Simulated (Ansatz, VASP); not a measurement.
**WSe2: VASP beside Ansatz**

```
CELL_PARAMETERS angstrom
3.27025 0.00000 0.00000
-1.63513 2.83212 0.00000
0.00000 0.00000 16.66122
ATOMIC_POSITIONS crystal
W 0.00000 0.00000 0.98199
Se 0.33333 0.66667 0.10040
Se 0.33333 0.66667 0.89960
```

Alike in both runs: task single point; functional PBEsol; k mesh 12 × 12 × 2; occupations gaussian, width 0.05 eV; no spin polarisation.

|  | VASP | Ansatz |
| --- | --- | --- |
| version | VASP 6.6.1 | Ansatz 0.2.0 |
| potentials or method | VASP PAW PBE potentials, release 64 (W_sv, Se), cutoff 520 eV | scalar-relativistic, plane waves, PAW |
| valence electrons in the cell | 26 | 46 |

|  | VASP | Ansatz | Ansatz less VASP |
| --- | --- | --- | --- |
| gap on the k mesh at the Fermi level (eV) | 0.63 | 0.64 | +0.004 |
| least direct gap on the mesh (eV) | 1.23 | 1.24 | +0.004 |
| rms of the force components (eV/Å) | 3.539 | 3.508 | -0.0313 |

VASP's potentials were made for PBE, not for PBEsol. Atom by atom the forces differ by 0.041 eV/Å (rms over components). The functional is the same, so the differences come from potentials, cutoffs and numerics. VASP's potentials hold 26 valence electrons a cell and Ansatz's 46, so a difference there can come from the potentials and not from the codes.

Neither program's run includes spin-orbit coupling.
